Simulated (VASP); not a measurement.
# Si2Ge3 (P4/mmm) in VASP: notebook

The runs below take Si2Ge3 through single point, relaxation of cell and atoms, with PBE.

All numbers are computed with VASP 6.6.1; they aren't measurements. Logs are shortened: lines on timing, memory, paths and dates and some standing lists are left out, and cuts for length are marked.

## Step 1: The cell of the first run

Symmetry: P4/mmm, No. 123, tetragonal system. The conventional cell has a = 5.155 Å, b = 5.155 Å, c = 4.858 Å, α = 90.00°, β = 90.00°, γ = 90.00°. Si (site symmetry 4/mmm) has 2 Ge at 2.43 Å within 3.2 Å. Within 3.4 Å of Si (site symmetry 4/mmm) lie 4 Ge at 2.58 Å. Ge (site symmetry 4/mmm) has 2 Si at 2.43 Å and 4 Ge at 2.58 Å within 3.2 Å. Ge (site symmetry mmm) has 2 Si at 2.58 Å and 2 Ge at 2.58 Å within 3.4 Å.

## Step 2: Single point, PBE

File INCAR:

```
ALGO     = Normal         # electronic algorithm
EDIFF    = 1E-6           # SCF threshold, eV
ENCUT    = 520            # plane-wave cutoff, eV
GGA      = PE             # functional
ISIF     = 2              # what is computed and relaxed
ISMEAR   = 0              # smearing method
LASPH    = T              # aspherical terms in the spheres
LCHARG   = F              # write CHGCAR
LREAL    = F              # projectors in reciprocal space
LWAVE    = F              # write WAVECAR
NBANDS   = 33             # bands
NELM     = 60             # most SCF steps
PREC     = Accurate       # precision mode
SIGMA    = 0.1            # smearing width, eV
```

File KPOINTS:

```
k-points
0
Gamma
  8 8 8
```

File POSCAR:

```
Si2Ge3
1.0
    5.1554754012      0.0000000000      0.0000000000
    0.0000000000      5.1554754012      0.0000000000
    0.0000000000      0.0000000000      4.8577941717
Si Ge
2 3
Direct
    0.0000000000      0.0000000000      0.5000000000
    0.5000000000      0.5000000000      0.0000000000
    0.0000000000      0.0000000000      0.0000000000
    0.0000000000      0.5000000000      0.0000000000
    0.5000000000      0.0000000000      0.0000000000
```

Potentials or basis: VASP PAW PBE potentials, release 64 (Si, Ge_d).

Command:

```
$ cat potpaw_PBE.64/Si/POTCAR potpaw_PBE.64/Ge_d/POTCAR > POTCAR
$ mpirun -np 1 vasp_std > vasp.out
```

OUTCAR:

```text
EDIFF = 1E-6
   ENCUT = 520
   GGA = PE
   ISIF = 2
   ISMEAR = 0
   LASPH = T
   LREAL = F
   NELM = 60
   PREC = Accurate

 ion  position               nearest neighbor table
   1  0.000  0.000  0.500-   3 2.43   3 2.43
   2  0.500  0.500  0.000-   4 2.58   5 2.58   5 2.58   4 2.58
   3  0.000  0.000  0.000-   1 2.43   1 2.43   5 2.58   4 2.58   4 2.58   5 2.58
   4  0.000  0.500  0.000-   2 2.58   3 2.58   3 2.58   2 2.58
   5  0.500  0.000  0.000-   2 2.58   3 2.58   2 2.58   3 2.58

  LATTYP: Found a simple tetragonal cell.
 ALAT       =     5.1554754012
 C/A-ratio  =     0.9422592086

  Lattice vectors:

 A1 = (   5.1554754012,   0.0000000000,   0.0000000000)
 A2 = (   0.0000000000,   5.1554754012,   0.0000000000)
 A3 = (   0.0000000000,   0.0000000000,   4.8577941717)

Analysis of symmetry for initial positions (statically):
=====================================================================
 Subroutine PRICEL returns:
 Original cell was already a primitive cell.

 Routine SETGRP: Setting up the symmetry group for a
 simple tetragonal supercell.

 Subroutine GETGRP returns: Found 16 space group operations
 (whereof 16 operations were pure point group operations)
 out of a pool of 16 trial point group operations.

The static configuration has the point symmetry D_4h.

Analysis of symmetry for dynamics (positions and initial velocities):
=====================================================================
 Subroutine PRICEL returns:
 Original cell was already a primitive cell.

 Routine SETGRP: Setting up the symmetry group for a
 simple tetragonal supercell.

 Subroutine GETGRP returns: Found 16 space group operations
 (whereof 16 operations were pure point group operations)
 out of a pool of 16 trial point group operations.

The dynamic configuration has the point symmetry D_4h.

 Subroutine INISYM returns: Found 16 space group operations
 (whereof 16 operations are pure point group operations),
 and found     1 'primitive' translations

----------------------------------------------------------------------------------------

                                     Primitive cell

  volume of cell :     129.1150

  direct lattice vectors                    reciprocal lattice vectors
     5.155475401  0.000000000  0.000000000     0.193968533  0.000000000  0.000000000
     0.000000000  5.155475401  0.000000000     0.000000000  0.193968533  0.000000000
[... 93 lines left out ...]
   EDIFFG = 0.1E-04   stopping-criterion for IOM
   NSW    =      0    number of steps for IOM
   IBRION =     -1    ionic relax: 0-MD 1-quasi-New 2-CG
   NFREE  =      0    steps in history (QN), initial steepest desc. (CG)
   ISIF   =      2    stress and relaxation
   ISYM   =      2    0-nonsym 1-usesym 2-fastsym
   POTIM  = 0.5000    time-step for ionic-motion
   TEBEG  =    0.0;   TEEND  =   0.0 temperature during run
   PSTRESS=    0.0 pullay stress
   NELECT =      50.0000    total number of electrons
   NUPDOWN=      -1.0000    fix difference up-down
   EMIN   =  10.00;   EMAX   =-10.00  energy-range for DOS
   EFERMI =   0.00;   METHOD = LEGACY
   ISMEAR =     0;   SIGMA  =   0.10  broadening in eV -4-tet -1-fermi 0-gaus
   EFERMI_NEDOS =   21; number of points for ismear=-14 and -15
   IALGO  =     38    algorithm
   IMIX   =      4    mixing-type and parameters
     AMIX     =   0.40;   BMIX     =  1.00
     AMIX_MAG =   1.60;   BMIX_MAG =  1.00
  volume/ion in A,a.u.               =      25.82       174.26
  Fermi-wavevector in a.u.,A,eV,Ry     =   1.193272  2.254956 19.373297  1.423897
  Thomas-Fermi vector in A             =   2.329290
   LORBIT       =      0    0 simple, 1 ext, 2 COOP (PROOUT), +10 PAW based schemes
   GGA     = PE    functional components
   LHFCALC =     F    Hartree Fock is set to
   AEXX    =    0.0000 exact exchange contribution
   IVDW    =     0    specifies the selected vdW correction
   LEPSILON=     F    determine dielectric tensor
   LRPA    =     F    only Hartree local field effects (RPA)
 non-spin polarized calculation
 Gauss-broadening in eV      SIGMA  =   0.10
  energy-cutoff  :      520.00
  volume of cell :      129.11
 maximum number of plane-waves:      3514
 NGX is ok and might be reduce to    40
   NGX = 19   NGY = 19   NGZ = 19

 number of electron      50.0000024 magnetization

 Free energy of the ion-electron system (eV)
  ---------------------------------------------------
  ext. energy  EPLUGINS =         0.00000000
  ---------------------------------------------------
  free energy    TOTEN  =       -20.01977517 eV

  energy without entropy =      -20.00392305  energy(sigma->0) =      -20.01184911

 E-fermi :   3.6404     XC(G=0):  -9.0118

 val. band max:        3.6353302040   @ k =   0.3750   0.0000   0.3750
 cond. band min:       3.6588550719   @ k =   0.5000   0.3750   0.2500
 fundamental gap:      0.0235248679
 Fermi energy:         3.6403903430

 k-point     1 :       0.0000    0.0000    0.0000
  band No.  band energies     occupation
      1     -21.1024      2.00000
      2     -21.0416      2.00000
      3     -20.9662      2.00000
      4     -20.9662      2.00000
      5     -20.9576      2.00000
      6     -20.9123      2.00000
[... 853 lines left out ...]
     32       8.6063      0.00000
     33       9.6385      0.00000

 [... further k-points ...]

------------------------ aborting loop because EDIFF is reached ----------------------------------------

  FORCE on cell =-STRESS in cart. coord.  units (eV):
  Direction    XX          YY          ZZ          XY          YZ          ZX
  --------------------------------------------------------------------------------------
  -------------------------------------------------------------------------------------
  Total        0.0069604      0.0069604     -0.0148798      0.0000000     -0.0000000      0.0000000
  in kB        0.0863716      0.0863716     -0.1846422      0.0000000     -0.0000000      0.0000000
  external PRESSURE =      -0.0039663 kB  Pullay stress =       0.0000000 kB

 VOLUME and BASIS-vectors are now :
 -----------------------------------------------------------------------------
  energy-cutoff  :      520.00
  volume of cell :      129.11
      direct lattice vectors                 reciprocal lattice vectors
     5.155475401  0.000000000  0.000000000     0.193968533  0.000000000  0.000000000
     0.000000000  5.155475401  0.000000000     0.000000000  0.193968533  0.000000000
     0.000000000  0.000000000  4.857794172     0.000000000  0.000000000  0.205854749

 POSITION                                       TOTAL-FORCE (eV/Angst)
 -----------------------------------------------------------------------------------
      0.00000      0.00000      2.42890         0.000000      0.000000      0.000000
      2.57774      2.57774      0.00000         0.000000      0.000000      0.000000
      0.00000      0.00000      0.00000         0.000000      0.000000      0.000000
      0.00000      2.57774      0.00000         0.000000      0.000000      0.000000
      2.57774      0.00000      0.00000         0.000000      0.000000      0.000000
 -----------------------------------------------------------------------------------
    total drift:                               -0.000000      0.000000     -0.000000

  FREE ENERGIE OF THE ION-ELECTRON SYSTEM (eV)
  ---------------------------------------------------
  free  energy   TOTEN  =       -20.0197751726 eV

  energy  without entropy=      -20.0039230536  energy(sigma->0) =      -20.01184911
```

OSZICAR:

```text
N       E                     dE             d eps       ncg     rms          rms(c)
DAV:   1     0.428430686492E+03    0.42843E+03   -0.24406E+04  5721   0.321E+03
DAV:   2     0.547380208993E+02   -0.37369E+03   -0.36036E+03  4958   0.757E+02
DAV:   3    -0.164408881970E+02   -0.71179E+02   -0.69778E+02  5956   0.188E+02
DAV:   4    -0.203007141612E+02   -0.38598E+01   -0.38434E+01  5770   0.510E+01
DAV:   5    -0.203955819935E+02   -0.94868E-01   -0.94812E-01  6072   0.855E+00    0.429E+00
DAV:   6    -0.200952421497E+02    0.30034E+00   -0.36892E-01  6795   0.638E+00    0.233E+00
DAV:   7    -0.200240744607E+02    0.71168E-01   -0.15609E-01  6177   0.747E+00    0.816E-01
DAV:   8    -0.200191273002E+02    0.49472E-02   -0.49654E-02  6844   0.338E+00    0.234E-01
DAV:   9    -0.200193715829E+02   -0.24428E-03   -0.70970E-03  7564   0.151E+00    0.116E-01
DAV:  10    -0.200197021680E+02   -0.33059E-03   -0.35020E-03  6498   0.127E+00    0.382E-02
DAV:  11    -0.200197509532E+02   -0.48785E-04   -0.37446E-04  6347   0.538E-01    0.157E-02
DAV:  12    -0.200197696954E+02   -0.18742E-04   -0.13207E-04  5873   0.172E-01    0.682E-03
DAV:  13    -0.200197737608E+02   -0.40654E-05   -0.25408E-05  5791   0.111E-01    0.359E-03
DAV:  14    -0.200197749236E+02   -0.11629E-05   -0.51686E-06  5650   0.436E-02    0.131E-03
DAV:  15    -0.200197751726E+02   -0.24894E-06   -0.12459E-06  3787   0.209E-02
   1 F= -.20019775E+02 E0= -.20011849E+02  d E =-.158521E-01
```

stdout:

```text
POSCAR found type information on POSCAR SiGe
 POSCAR found :  2 types and       5 ions
 scaLAPACK will be used
 LDA part: xc-table for (Slater+PW92), standard interpolation
 POSCAR, INCAR and KPOINTS ok, starting setup
 FFT: planning ... GRIDC
 FFT: planning ... GRID_SOFT
 FFT: planning ... GRID
 WAVECAR not read
 entering main loop
```

Run time: 4.2 min. Hardware: 1 thread of Intel Xeon 6975P-C, shared host; peak memory 0.4 GiB.

What came out:

```yaml
Free_energy: -20.0198 eV
Pressure: 0.0 GPa
Band_gap_on_the_k_mesh: zero (band 25 reaches 5.22 eV, above the bottom of band 26 at 3.17 eV)
```

## Step 3: Relaxation of cell and atoms, PBE

This run uses another cell than the first one, of 17.50 Å³/atom, 0.678 times its volume.

File INCAR:

```
SYSTEM = Si2Ge3
PREC = Accurate ; ENCUT = 600
EDIFF = 1E-6 ; ISMEAR = 0
SIGMA = 0.1 ; LREAL = .FALSE.
LASPH = .TRUE. ; NELM = 80
ALGO = Normal ; ISIF = 3
LWAVE = .FALSE. ; LCHARG = .FALSE.
GGA = PE ; IBRION = 2
NSW = 90 ; EDIFFG = -0.04
```

File KPOINTS:

```
Automatic mesh
0
G
  6 6 4
  0 0 0
```

Edit POSCAR of step 2 so:

```diff
@@ -2,5 +2,5 @@
 1.0
-    5.1554754012      0.0000000000      0.0000000000
-    0.0000000000      5.1554754012      0.0000000000
-    0.0000000000      0.0000000000      4.8577941717
+    3.5949866900      0.0000000000      0.0000000000
+    0.0000000000      3.5949866900      0.0000000000
+    0.0000000000      0.0000000000      6.7715305700
 Si Ge
```

Potentials or basis: VASP PAW PBE potentials, release 64 (Si, Ge_d).

Command:

```
$ cat potpaw_PBE.64/Si/POTCAR potpaw_PBE.64/Ge_d/POTCAR > POTCAR
$ mpirun -np 1 vasp_std > vasp.out
```

It took 27 min on 1 thread of Intel Xeon 6975P-C, shared host; peak memory 0.27 GiB.

Results (log left out):

- Free energy: -19.9787 eV
- Relaxed volume: 25.84 Å³/atom
- Relaxed cell: a = 5.096 Å, b = 5.096 Å, c = 4.977 Å, α = 90.00°, β = 90.00°, γ = 90.00°
- Space group after relaxing (to 0.05 Å): P4/mmm (No. 123)
- Energy gained by relaxing: 7758.7 meV/atom
- Ionic steps: 18
- Pressure after relaxing: 0.1 GPa
- Band gap on the k mesh: zero (band 25 reaches 5.28 eV, above the bottom of band 26 at 3.28 eV)

Stress tensor (GPa, compression positive):
```
0.10 0.00 0.00
0.00 0.10 0.00
0.00 0.00 0.20
```

Step by step:
| step | energy change (eV) | largest force (eV/Å) | pressure (GPa) | volume (Å³) |
| --- | --- | --- | --- | --- |
| 1 | 0.0000 | 0.0000 | 184.88 | 87.51 |
| 2 | 177.9437 | 0.0000 | -201.92 | 520.85 |
| 3 | -32.4372 | 0.0000 | 27.39 | 127.87 |
| 4 | -34.6661 | 0.0000 | 15.49 | 137.92 |
| 5 | -36.5681 | 0.0000 | 2.89 | 156.65 |
| 6 | -19.8259 | 0.0000 | -34.31 | 313.28 |
| 7 | -36.8963 | 0.0000 | -0.53 | 166.70 |
| 8 | -36.9528 | 0.0000 | -2.05 | 172.52 |
| 9 | -36.9534 | 0.0000 | -2.53 | 174.51 |
| 10 | -37.4401 | 0.0000 | -2.76 | 164.09 |
| 11 | -38.3278 | 0.0000 | -2.56 | 146.33 |
| 12 | -37.6987 | 0.0000 | 8.29 | 110.48 |
| 13 | -38.7585 | 0.0000 | -1.25 | 134.14 |
| 14 | -38.7828 | 0.0000 | 0.06 | 128.76 |
| 15 | -38.7914 | 0.0000 | -0.50 | 130.70 |
| 16 | -38.7902 | 0.0000 | -0.25 | 129.82 |
| 17 | -38.7912 | 0.0000 | 0.48 | 128.73 |
| 18 | -38.7934 | 0.0000 | 0.13 | 129.22 |

Final structure:
```xyz
5
Lattice="5.0956 0.0000 0.0000 0.0000 5.0956 0.0000 0.0000 0.0000 4.9768" Properties=species:S:1:pos:R:3 pbc="T T T"
Si    5.0956    0.0000    2.4884
Si    2.5478    2.5478    4.9768
Ge    5.0956    0.0000    0.0000
Ge    0.0000    2.5478    0.0000
Ge    2.5478    0.0000    0.0000
```

Levels at points of the mesh, in eV from the Fermi level:
| k point | band 23 | band 24 | band 25 | band 26 | band 27 | band 28 |
| --- | --- | --- | --- | --- | --- | --- |
| (0.00, 0.00, 0.00) | -1.46 | -1.46 | -1.24 | -0.25 | 1.59 | 1.69 |
| (0.50, 0.00, 0.00) | -3.44 | -1.15 | -0.15 | 1.34 | 1.49 | 1.58 |
| (0.50, 0.50, 0.00) | -0.01 | 0.03 | 0.03 | 0.37 | 1.57 | 1.89 |
| (0.00, 0.00, 0.50) | -1.54 | -1.24 | -1.24 | -0.06 | -0.06 | 0.51 |
| (0.50, 0.00, 0.50) | -2.88 | 0.14 | 0.17 | 1.13 | 1.14 | 1.27 |
| (0.50, 0.50, 0.50) | -0.64 | 1.62 | 1.70 | 1.76 | 1.76 | 2.02 |

Caveat: the volume moved by over 15 % at a fixed basis, so the end points are rough.
